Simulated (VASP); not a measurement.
Input of a VASP 6.6.1 run:

File POSCAR:

```
Y
1.0
    3.6425693921      0.0000000000      0.0000000000
   -1.8212846960      3.1545576286      0.0000000000
    0.0000000000      0.0000000000      5.8791583500
Y
2
Direct
    0.3333333333      0.6666666667      0.2500000000
    0.6666666667      0.3333333333      0.7500000000
```

INCAR.step1

```
  ALGO = Normal
  EDIFF = 1E-4
  ENCUT = 520
  GGA = PE
  ISMEAR = -1
  LASPH = True
  LCHARG = False
  LREAL = False
  LWAVE = True
  NBANDS = 18
  NELM = 80
  PREC = Accurate
  SIGMA = 0.05
```

Contents of INCAR.step2:

```
  ALGO = Normal
  EDIFF = 1E-8
  ENCUT = 520
  ISIF = 2
  ISMEAR = -1
  ISTART = 1
  LASPH = True
  LCHARG = False
  LEFG = True
  LMIXTAU = True
  LREAL = False
  LWAVE = False
  METAGGA = R2SCAN
  NBANDS = 18
  NELM = 80
  PREC = Accurate
  SIGMA = 0.05
```

Contents of KPOINTS:

```
k-points
0
Gamma
  10 10 6
```

Potentials or basis: VASP PAW PBE potentials, release 64 (Y_sv).

Run with:

```sh
$ cat potpaw_PBE.64/Y_sv/POTCAR > POTCAR
$ cp INCAR.step1 INCAR
$ mpirun -np 1 vasp_std > vasp.out
$ cp INCAR.step2 INCAR
$ mpirun -np 1 vasp_std > vasp.out
```

**Question.** Estimate the band gap on the k mesh.

**Answer.** Zero (bands 11 and 12 overlap by 1.40 eV).

**Question.** Predict the pressure.

**Answer.** -0.2 GPa.

Electric field gradients, principal values (V/Å²):
```
atom   least  middle  greatest (by size)
 1 Y  -9.372  -9.372              18.744
 2 Y  -9.372  -9.372              18.744
```

Caveat: without QUAD_EFG the Cq values of the log hold for a quadrupole moment of 1 mb, not for the nuclei; the PAW data sets were made with another functional, which shifts forces and pressure a little.
